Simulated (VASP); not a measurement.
# WSe2 in VASP: a series of runs

The runs below take WSe2 through single point, with PBE+D3(BJ).

All numbers are computed with VASP 6.6.1; they aren't measurements. Logs are shortened: lines on timing, memory, paths and dates and some standing lists are left out, and cuts for length are marked.

**1. The cell of the first run**

The cell holds a slab with vacuum, 6 atoms: a = 3.285 Å, b = 3.285 Å, c = 24.239 Å, α = 90.00°, β = 90.00°, γ = 120.00°.

**2. Single point, PBE+D3(BJ)**

File INCAR:

```
SYSTEM = WSe2
ALGO = Normal
DIPOL = 0.5 0.5 0.397
EDIFF = 1E-6
ENCUT = 520
GGA = PE
IDIPOL = 3
ISIF = 2
ISMEAR = 0
IVDW = 12
LASPH = .TRUE.
LCHARG = .FALSE.
LDIPOL = .TRUE.
LREAL = .FALSE.
LWAVE = .FALSE.
NBANDS = 35
NELM = 60
PREC = Accurate
SIGMA = 0.05
```

File KPOINTS:

```
k-points
0
G
  9 9 1
  0 0 0
```

File POSCAR:

```
WSe2
1.0
    3.2854928007      0.0000000000      0.0000000000
   -1.6427464003      2.8453202293      0.0000000000
    0.0000000000      0.0000000000     24.2386464730
Se W
4 2
Direct
    0.3333333333      0.6666666667      0.1856539310
    0.3333333333      0.6666666667      0.3246601763
    0.3333333333      1.1666666667      0.4694702425
    0.3333333333      1.1666666667      0.6084764877
    0.6666666667      0.3333333333      0.2551570536
    0.0000000000      1.5000000000      0.5389733651
```

Potentials or basis: VASP PAW PBE potentials, release 64 (Se, W_sv).

Command:

```sh
cat potpaw_PBE.64/Se/POTCAR potpaw_PBE.64/W_sv/POTCAR > POTCAR
mpirun -np 1 vasp_std > vasp.out
```

OUTCAR:

```text
SYSTEM = WSe2
   EDIFF = 1E-6
   ENCUT = 520
   GGA = PE
   ISIF = 2
   ISMEAR = 0
   IVDW = 12
   LASPH = .TRUE.
   LREAL = .FALSE.
   NELM = 60
   PREC = Accurate
 IVDW          = 12

 ion  position               nearest neighbor table
   1  0.333  0.667  0.186-   5 2.54   5 2.54   5 2.54
   2  0.333  0.667  0.325-   5 2.54   5 2.54   5 2.54
   3  0.333  0.167  0.469-   6 2.54   6 2.54   6 2.54
   4  0.333  0.167  0.608-   6 2.54   6 2.54   6 2.54
   5  0.667  0.333  0.255-   1 2.54   1 2.54   1 2.54   2 2.54   2 2.54   2 2.54
   6  0.000  0.500  0.539-   3 2.54   4 2.54   3 2.54   4 2.54   3 2.54   4 2.54

  LATTYP: Found a hexagonal cell.
 ALAT       =     3.2854928007
 C/A-ratio  =     7.3774766659

  Lattice vectors:

 A1 = (   3.2854928007,   0.0000000000,   0.0000000000)
 A2 = (  -1.6427464003,   2.8453202293,   0.0000000000)
 A3 = (   0.0000000000,   0.0000000000,  24.2386464730)

Analysis of symmetry for initial positions (statically):
=====================================================================
 Subroutine PRICEL returns:
 Original cell was already a primitive cell.

 Routine SETGRP: Setting up the symmetry group for a
 hexagonal supercell.

 Subroutine GETGRP returns: Found  4 space group operations
 (whereof  2 operations were pure point group operations)
 out of a pool of 24 trial point group operations.

The static configuration has the point symmetry C_1h.
 The point group associated with its full space group is C_2h.

Analysis of symmetry for dynamics (positions and initial velocities):
=====================================================================
 Subroutine PRICEL returns:
 Original cell was already a primitive cell.

 Routine SETGRP: Setting up the symmetry group for a
 hexagonal supercell.

 Subroutine GETGRP returns: Found  4 space group operations
 (whereof  2 operations were pure point group operations)
 out of a pool of 24 trial point group operations.

The dynamic configuration has the point symmetry C_1h.
 The point group associated with its full space group is C_2h.

 Subroutine INISYM returns: Found  4 space group operations
 (whereof  2 operations are pure point group operations),
 and found     1 'primitive' translations

----------------------------------------------------------------------------------------

                                     Primitive cell

  volume of cell :     226.5896

  direct lattice vectors                    reciprocal lattice vectors
[... 105 lines left out ...]
   NELECT =      52.0000    total number of electrons
   NUPDOWN=      -1.0000    fix difference up-down
   EMIN   =  10.00;   EMAX   =-10.00  energy-range for DOS
   EFERMI =   0.00;   METHOD = LEGACY
   ISMEAR =     0;   SIGMA  =   0.05  broadening in eV -4-tet -1-fermi 0-gaus
   EFERMI_NEDOS =   21; number of points for ismear=-14 and -15
   IALGO  =     38    algorithm
   IMIX   =      4    mixing-type and parameters
     AMIX     =   0.40;   BMIX     =  1.00
     AMIX_MAG =   1.60;   BMIX_MAG =  1.00
  volume/ion in A,a.u.               =      37.76       254.85
  Fermi-wavevector in a.u.,A,eV,Ry     =   1.002296  1.894065 13.668372  1.004597
  Thomas-Fermi vector in A             =   2.134774
   LORBIT       =      0    0 simple, 1 ext, 2 COOP (PROOUT), +10 PAW based schemes
   GGA     = PE    functional components
   LHFCALC =     F    Hartree Fock is set to
   AEXX    =    0.0000 exact exchange contribution
   IVDW    =    12    specifies the selected vdW correction
   LEPSILON=     F    determine dielectric tensor
   LRPA    =     F    only Hartree local field effects (RPA)
 non-spin polarized calculation
 Gauss-broadening in eV      SIGMA  =   0.05
  energy-cutoff  :      520.00
  volume of cell :      226.59
 maximum number of plane-waves:      6144
   NGX = 13   NGY = 13   NGZ = 91

 dipolmoment           0.000000      0.000000      0.000037 electrons x Angstroem

 number of electron      51.9999987 magnetization

 dipolmoment           0.000000      0.000000     -0.000003 electrons x Angstroem

 Free energy of the ion-electron system (eV)
  ---------------------------------------------------
  ext. energy  EPLUGINS =         0.00000000
  ---------------------------------------------------
  free energy    TOTEN  =       -43.20233912 eV

  energy without entropy =      -43.20233912  energy(sigma->0) =      -43.20233912

 E-fermi :   1.3253     XC(G=0):  -6.2621

 val. band max:        0.8785196037   @ k =   0.3333   0.3333   0.0000
 cond. band min:       2.4091091382   @ k =   0.2222   0.1111   0.0000
 fundamental gap:      1.5305895345
 Fermi energy:         1.3252965868

 k-point     1 :       0.0000    0.0000    0.0000
  band No.  band energies     occupation
      1     -73.1809      2.00000
      2     -73.1809      2.00000
      3     -37.4269      2.00000
      4     -37.4269      2.00000
      5     -37.2925      2.00000
      6     -37.2925      2.00000
[... 901 lines left out ...]
     34       5.6395      0.00000
     35       6.2910      0.00000

 [... further k-points ...]

------------------------ aborting loop because EDIFF is reached ----------------------------------------

 vacuum level on the upper side and lower side of the slab       (xc-potential included)        -0.120        -0.122

 Edisp (eV)   -2.32140

 E8    (eV) :    -1.0671

  FORCE on cell =-STRESS in cart. coord.  units (eV):
  Direction    XX          YY          ZZ          XY          YZ          ZX
  --------------------------------------------------------------------------------------
  -------------------------------------------------------------------------------------
  Total      -0.01270     0.03065    -0.27296    -0.03754     0.02699     0.04675
  in kB      -0.08979     0.21672    -1.93004    -0.26544     0.19085     0.33055
  external pressure =       -0.60 kB  Pullay stress =        0.00 kB

 VOLUME and BASIS-vectors are now :
 -----------------------------------------------------------------------------
  energy-cutoff  :      520.00
  volume of cell :      226.59
      direct lattice vectors                 reciprocal lattice vectors
     3.285492801  0.000000000  0.000000000     0.304368343  0.175727145  0.000000000
    -1.642746400  2.845320229  0.000000000     0.000000000  0.351454290  0.000000000
     0.000000000  0.000000000 24.238646473     0.000000000  0.000000000  0.041256429

 POSITION                                       TOTAL-FORCE (eV/Angst)
 -----------------------------------------------------------------------------------
     -0.00000      1.89688      4.50000         0.001861      0.001075     -0.038953
     -0.00000      1.89688      7.86932        -0.005750     -0.003320      0.106530
      0.82137      0.47422     11.37932         0.005750      0.003320     -0.106530
      0.82137      0.47422     14.74865        -0.001861     -0.001075      0.038953
      1.64275      0.94844      6.18466        -0.006769     -0.003908      0.035986
     -0.82137      1.42266     13.06398         0.006769      0.003908     -0.035986
 -----------------------------------------------------------------------------------
    total drift:                                0.000000     -0.000000     -0.000080

  FREE ENERGIE OF THE ION-ELECTRON SYSTEM (eV)
  ---------------------------------------------------
  free  energy   TOTEN  =       -45.5237373661 eV

  energy  without entropy=      -45.5237373661  energy(sigma->0) =      -45.52373737

 vacuum level on the upper side and lower side of the slab         5.833         5.832
```

It took 2.7 min on 1 thread of Intel Xeon 6975P-C (Granite Rapids), shared host; peak memory 0.4 GiB.

What came out:

```
Free energy                : -45.5237 eV
Largest force              : 0.107 eV/Å
Band gap on the k mesh     : 1.53 eV, indirect (least direct gap 1.65 eV)
Dispersion energy per atom : -0.387 eV
```

Forces in eV/Å, atoms in the order of the input:
```
Se   0.002  0.001 -0.039
Se  -0.006 -0.003  0.107
Se   0.006  0.003 -0.107
Se  -0.002 -0.001  0.039
W   -0.007 -0.004  0.036
W    0.007  0.004 -0.036
```

Caveat: spin-orbit coupling is left out, which moves the levels of the heavy elements.

**3. Single point, PBE+D3(BJ)**

File INCAR:

```
SYSTEM = WSe2
  PREC = Accurate
  ENCUT = 520
  EDIFF = 1E-6
  ISMEAR = 0
  SIGMA = 0.05
  LREAL = .FALSE.
  LASPH = .TRUE.
  NELM = 100
  ALGO = Normal
  ISIF = 2
  LWAVE = .FALSE.
  LCHARG = .FALSE.
  LDIPOL = .TRUE.
  IDIPOL = 3
  DIPOL = 0.5 0.5 0.397
  GGA = PE
  IVDW = 12
  NBANDS = 35
```

File KPOINTS:

```
Automatic mesh
0
G
  9 9 1
  0 0 0
```

File POSCAR:

```
WSe2
1.0
    3.2854928007      0.0000000000      0.0000000000
   -1.6427464003      2.8453202293      0.0000000000
    0.0000000000      0.0000000000     24.2386464730
Se W
4 2
Direct
    0.3333333333      0.6666666667      0.1856539310
    0.3333333333      0.6666666667      0.3246601763
    0.5000000000      1.0000000000      0.4694702425
    0.5000000000      1.0000000000      0.6084764877
    0.6666666667      0.3333333333      0.2551570536
    0.1666666667      1.3333333333      0.5389733651
```

Potentials or basis: VASP PAW PBE potentials, release 64 (Se, W_sv).

Command:

```sh
cat potpaw_PBE.64/Se/POTCAR potpaw_PBE.64/W_sv/POTCAR > POTCAR
mpirun -np 1 vasp_std > vasp.out
```

Wall time 2.5 min (1 thread of Intel Xeon 6975P-C (Granite Rapids), shared host); peak memory 0.41 GiB.

Results (log left out):

```
Free energy                : -45.5072 eV
Largest force              : 0.075 eV/Å
Band gap on the k mesh     : 1.53 eV, indirect (least direct gap 1.65 eV)
Dispersion energy per atom : -0.387 eV
```

Forces in eV/Å, atoms in the order of the input:
```
Se   0.000  0.002 -0.039
Se   0.000 -0.037  0.066
Se   0.000  0.037 -0.066
Se   0.000 -0.002  0.039
W    0.000 -0.021  0.023
W    0.000  0.021 -0.023
```

Levels at points of the mesh, in eV from the valence-band top:
| k point | band 23 | band 24 | band 25 | band 26 | band 27 | band 28 | band 29 | band 30 |
| --- | --- | --- | --- | --- | --- | --- | --- | --- |
| (0.00, 0.00, 0.00) | -1.19 | -1.19 | -0.61 | -0.09 | 2.94 | 2.96 | 2.97 | 2.99 |

Caveat: spin-orbit coupling is left out, which moves the levels of the heavy elements.

**4. Single point, PBE+D3(BJ)**

File INCAR:

```
SYSTEM = WSe2
ALGO = Normal ; DIPOL = 0.5 0.5 0.397
EDIFF = 1E-6 ; ENCUT = 520
GGA = PE ; IDIPOL = 3
ISIF = 2 ; ISMEAR = 0
IVDW = 12 ; LASPH = .True.
LCHARG = .False. ; LDIPOL = .True.
LREAL = .False. ; LWAVE = .False.
NBANDS = 35 ; NELM = 80
PREC = Accurate ; SIGMA = 0.05
```

File KPOINTS:

```
k-points
0
Gamma
  9 9 1
  0 0 0
```

File POSCAR:

```
WSe2
1.0
    3.2854928007      0.0000000000      0.0000000000
   -1.6427464003      2.8453202293      0.0000000000
    0.0000000000      0.0000000000     24.2386464730
Se W
4 2
Direct
    0.3333333333      0.6666666667      0.1856539310
    0.3333333333      0.6666666667      0.3246601763
    0.6666666667      0.8333333333      0.4694702425
    0.6666666667      0.8333333333      0.6084764877
    0.6666666667      0.3333333333      0.2551570536
    0.3333333333      1.1666666667      0.5389733651
```

Command:

```sh
cat potpaw_PBE.64/Se/POTCAR potpaw_PBE.64/W_sv/POTCAR > POTCAR
mpirun -np 1 vasp_std > vasp.out
```

Wall time 2.6 min (1 thread of Intel Xeon 6975P-C (Granite Rapids), shared host); peak memory 0.4 GiB.

The run converged. Its results:

* Free energy: -45.5024 eV
* Largest force: 0.061 eV/Å
* Band gap on the k mesh: 1.54 eV, indirect (least direct gap 1.66 eV)
* Dispersion energy per atom: -0.387 eV

Forces on the atoms (eV/Å):
```
Se   0.000  0.000 -0.040
Se  -0.026 -0.015  0.053
Se   0.026  0.015 -0.053
Se   0.000  0.000  0.040
W   -0.010 -0.006  0.025
W    0.010  0.006 -0.025
```

Levels at points of the mesh, in eV from the valence-band top:
| k point | band 22 | band 23 | band 24 | band 25 | band 26 | band 27 | band 28 | band 29 | band 30 | band 31 |
| --- | --- | --- | --- | --- | --- | --- | --- | --- | --- | --- |
| (0.00, 0.00, 0.00) | -1.18 | -1.18 | -1.17 | -0.60 | -0.08 | 2.97 | 2.97 | 2.98 | 2.98 | 3.11 |

Caveat: spin-orbit coupling is left out, which moves the levels of the heavy elements.
